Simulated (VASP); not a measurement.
Write the native input for VASP 6.6.1 that does the following.

```yaml
Task: single point
Functional: r2SCAN
Potentials_or_basis: VASP PAW PBE potentials, release 64 (P, B)
Cutoff: 520 eV
k_mesh: 10 × 10 × 10
Occupations: fermi-dirac, width 0.05 eV
Spin: no spin polarisation
Dipole_correction: no
Further_INCAR_settings: ALGO = Normal; EDIFF = 1e-06; NBANDS = 11
```

BP:

```
P B
1.0
     0.00000    2.22268    2.22268
     2.22268    0.00000    2.22268
     2.22268    2.22268    0.00000
P B
1 1
Direct
  0.75000 0.75000 0.75000
  0.00000 0.00000 0.00000
```

These files were run (other wordings do the same):

POSCAR

```
BP
1.0
    0.0000000000      2.2226808807      2.2226808807
    2.2226808807      0.0000000000      2.2226808807
    2.2226808807      2.2226808807      0.0000000000
P B
1 1
Direct
    0.7500000000      0.7500000000      0.7500000000
    0.0000000000      0.0000000000      0.0000000000
```

INCAR.step1

```
ALGO = Normal ; EDIFF = 1E-4
ENCUT = 520 ; GGA = PE
ISMEAR = -1 ; LASPH = True
LCHARG = False ; LREAL = False
LWAVE = True ; NBANDS = 11
NELM = 80 ; PREC = Accurate
SIGMA = 0.05
```

INCAR.step2

```
ALGO = Normal ; EDIFF = 1E-6
ENCUT = 520 ; ISIF = 2
ISMEAR = -1 ; ISTART = 1
LASPH = True ; LCHARG = False
LMIXTAU = True ; LREAL = False
LWAVE = False ; METAGGA = R2SCAN
NBANDS = 11 ; NELM = 80
PREC = Accurate ; SIGMA = 0.05
```

KPOINTS

```
k-points
0
Gamma
  10 10 10
```

Potentials or basis: VASP PAW PBE potentials, release 64 (P, B).

Launch:

```bash
$ cat potpaw_PBE.64/P/POTCAR potpaw_PBE.64/B/POTCAR > POTCAR
$ cp INCAR.step1 INCAR
$ mpirun -np 1 vasp_std > vasp.out
$ cp INCAR.step2 INCAR
$ mpirun -np 1 vasp_std > vasp.out
```

It gave:

```json
{
 "Pressure": "11.0 GPa",
 "Band gap on the k mesh": "1.36 eV, indirect (least direct gap 3.74 eV)"
}
```

Caveat: the PAW data sets were made with another functional, which shifts forces and pressure a little.

It took 23 s on 1 thread of Intel(R) Xeon(R) Platinum 8259CL CPU @ 2.50GHz (Skylake/Cascade Lake), on a shared host, peak memory 0.14 GiB.
